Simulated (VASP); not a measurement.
A run of VASP 6.6.1 is set up as follows.

Contents of INCAR:

```
SYSTEM = CdCu
  ALGO = Normal
  EDIFF = 1E-6
  EDIFFG = -0.04
  ENCUT = 600
  GGA = PE
  IBRION = 2
  ISIF = 3
  ISMEAR = 0
  LASPH = .TRUE.
  LCHARG = .FALSE.
  LREAL = .FALSE.
  LWAVE = .FALSE.
  NELM = 60
  NSW = 90
  PREC = Accurate
  SIGMA = 0.1
```

Contents of KPOINTS:

```
k-points
0
G
  6 6 6
  0 0 0
```

The input POSCAR:

```
CdCu
1.0
    0.0000000000      2.6700451900      2.6700451900
    2.6700451900      0.0000000000      2.6700451900
    2.6700451900      2.6700451900      0.0000000000
Cd Cu
1 1
Direct
    0.0000000000      0.0000000000      0.0000000000
    0.7500000000      0.7500000000      0.7500000000
```

Potentials or basis: VASP PAW PBE potentials, release 64 (Cd, Cu).

Launch:

```sh
$ cat potpaw_PBE.64/Cd/POTCAR potpaw_PBE.64/Cu/POTCAR > POTCAR
$ mpirun -np 1 vasp_std > vasp.out
```

Problem. Predict the relaxed cell.

Solution. a = 4.238 Å, b = 4.238 Å, c = 4.238 Å, α = 60.00°, β = 60.00°, γ = 60.00°.

Problem. What does it give for the relaxed volume?

Solution. 26.91 Å³/atom.

Problem. Predict the space group after relaxing (to 0.05 Å).

Solution. F-43m (No. 216).

Final structure:
```
CELL_PARAMETERS angstrom
0.00000 2.99682 2.99682
2.99682 0.00000 2.99682
2.99682 2.99682 0.00000
ATOMIC_POSITIONS crystal
Cd 0.00000 0.00000 0.00000
Cu 0.75000 0.75000 0.75000
```

Caveat: the volume moved by over 15 % at a fixed basis, so the end points are rough.
